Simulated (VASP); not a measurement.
**Rh: single point with PBEsol**

Rh:

```
Rh
1.0
     2.65303    0.00000    0.00000
    -1.32652    2.29759    0.00000
     0.00000    0.00000    4.44701
Rh
2
Cartesian
  1.3265 0.7659 3.3353
  0.0000 1.5317 1.1118
```

This isn't the form of Rh at room conditions, which is fcc.

- Program: VASP 6.6.1
- Task: single point
- Functional: PBEsol
- Potentials or basis: VASP PAW PBE potentials, release 64 (Rh_pv)
- Cutoff: 520 eV
- k mesh: 21 × 21 × 12
- Occupations: gaussian, width 0.15 eV
- Spin: no spin polarisation
- Dipole correction: no
- Further INCAR settings: ALGO = Fast; EDIFF = 1e-06; NBANDS = 22

- Pressure: 0.2 GPa
- Band gap on the k mesh: zero (bands 15 and 16 overlap by 2.52 eV)

Stress tensor (GPa, compression positive):
```
 3.92  0.00  0.00
 0.00  3.92  0.00
 0.00  0.00 -7.19
```

Levels at points of the mesh, in eV from the Fermi level:
```
           k point  band 13  band 14  band 15  band 16  band 17  band 18
(0.00, 0.00, 0.00)    -2.62    -1.68    -1.68     0.19     0.19     0.29
(0.00, 0.00, 0.50)    -3.14    -3.14    -0.40    -0.40    -0.40    -0.40
```

It took 5.1 min on 1 thread of AMD EPYC 7571, on a shared host, peak memory 0.23 GiB.

Caveat: the stress differs along the axes, from -7 to 4 GPa; the PAW data sets were made with another functional, which shifts forces and pressure a little.
